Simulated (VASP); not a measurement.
Write the native input for VASP 6.6.1 that does the following.

* Task: single point
* Functional: PBEsol
* Potentials or basis: VASP PAW PBE potentials, release 64 (Lu, B, C)
* Cutoff: 520 eV
* k mesh: 10 × 10 × 4
* Occupations: methfessel-paxton, width 0.15 eV
* Spin: no spin polarisation
* Dipole correction: no
* Further INCAR settings: ALGO = Normal; EDIFF = 1e-06; NBANDS = 41

The structure of LuBC lies in POSCAR:

```
LuBC
1.0
    2.9910680000      0.0000000000      0.0000000000
   -1.4955340000      2.5903408724      0.0000000000
    0.0000000000      0.0000000000      7.7441800000
Lu B C
2 2 2
Direct
    0.0000000000      0.0000000000      0.0000000000
    0.0000000000      0.0000000000      0.5000000000
    0.6666666667      0.3333333333      0.2500000000
    0.3333333333      0.6666666667      0.7500000000
    0.6666666667      0.3333333333      0.7500000000
    0.3333333333      0.6666666667      0.2500000000
```

The input as run:

INCAR

```
SYSTEM = LuBC
PREC     = Accurate       ! precision mode
ENCUT    = 520            ! plane-wave cutoff, eV
EDIFF    = 1E-6           ! SCF threshold, eV
ISMEAR   = 1              ! smearing method
SIGMA    = 0.15           ! smearing width, eV
LREAL    = .FALSE.        ! projectors in reciprocal space
LASPH    = .TRUE.         ! aspherical terms in the spheres
NELM     = 100            ! most SCF steps
ALGO     = Normal         ! electronic algorithm
ISIF     = 2              ! what is computed and relaxed
LWAVE    = .FALSE.        ! write WAVECAR
LCHARG   = .FALSE.        ! write CHGCAR
GGA      = PS             ! functional
NBANDS   = 41             ! bands
```

KPOINTS

```
regular mesh
0
G
  10 10 4
  0 0 0
```

Potentials or basis: VASP PAW PBE potentials, release 64 (Lu, B, C).

Launch:

```bash
$ cat potpaw_PBE.64/Lu/POTCAR potpaw_PBE.64/B/POTCAR potpaw_PBE.64/C/POTCAR > POTCAR
$ mpirun -np 1 vasp_std > vasp.out
```

Results of the run:

The pressure is -5.9 GPa. The band gap on the k mesh is zero (band 32 reaches 7.20 eV, above the bottom of band 33 at 6.66 eV).

Caveat: the PAW data sets were made with another functional, which shifts forces and pressure a little; spin-orbit coupling is left out, which moves the levels of the heavy elements.

It took 94 s on 1 thread of Intel(R) Xeon(R) Platinum 8259CL CPU @ 2.50GHz (Skylake/Cascade Lake), with other jobs on the host, peak memory 0.24 GiB.
